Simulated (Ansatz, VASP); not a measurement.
# One calculation of BN, two programs

INCAR

```
SYSTEM = BN
PREC = Accurate
ENCUT = 600
EDIFF = 1E-6
ISMEAR = 0
SIGMA = 0.02
LREAL = .FALSE.
LASPH = .TRUE.
NELM = 100
ALGO = Normal
ISIF = 3
LWAVE = .FALSE.
LCHARG = .FALSE.
GGA = PE
IVDW = 12
IBRION = 2
NSW = 70
EDIFFG = -0.005
```

Contents of KPOINTS:

```
regular mesh
0
G
  12 12 12
  0 0 0
```

POSCAR

```
BN
1.0
    0.0000000000      1.8123485119      1.8123485119
    1.8123485119      0.0000000000      1.8123485119
    1.8123485119      1.8123485119      0.0000000000
B N
1 1
Direct
    0.0000000000      0.0000000000      0.0000000000
    0.7500000000      0.7500000000      0.7500000000
```

Input for Ansatz:

```yaml
crystal:
  lattice:
    - [0.0, 1.8123485119, 1.8123485119]
    - [1.8123485119, 0.0, 1.8123485119]
    - [1.8123485119, 1.8123485119, 0.0]
  atoms:
    - { symbol: B, position: [0.0, 0.0, 0.0] }
    - { symbol: "N", position: [0.75, 0.75, 0.75] }
basis:
  ecutwfc: 420
kpoints:
  mp_grid: { grid: [12, 12, 12] }
hamiltonian:
  xc: pbe
  dispersion: d3bj
scf:
  occupations: { method: gaussian, width: 0.02 }
output:
  forces: true
  stress: true
  eigenvalues: true
  write_density: true
  write_potential: true
  elf: true
  volumetric_format: npy
relax:
  adjacent_minimum: "off"
  f_tol: 0.005
  max_steps: 50
  cell: { stress_tol: 0.05 }
```

Alike in both runs: task relaxation of cell and atoms; functional PBE; dispersion D3(BJ); k mesh 12 × 12 × 12; occupations gaussian, width 0.02 eV; no spin polarisation.

|  | VASP | Ansatz |
| --- | --- | --- |
| version | VASP 6.6.1 | Ansatz 0.2.0 |
| potentials or method | VASP PAW PBE potentials, release 64 (B, N), cutoff 600 eV | scalar-relativistic, plane waves, PAW |
| valence electrons in the cell | 8 | 8 |

```csv
,VASP,Ansatz,Ansatz less VASP
"gap on the k mesh at the Fermi level, each at its own relaxed structure (eV)",4.47,4.48,+0.012
relaxed volume (Å³/atom),5.86,5.86,0.000
relaxed cell length with the largest relative difference (Å),2.550,2.550,0.0000
```
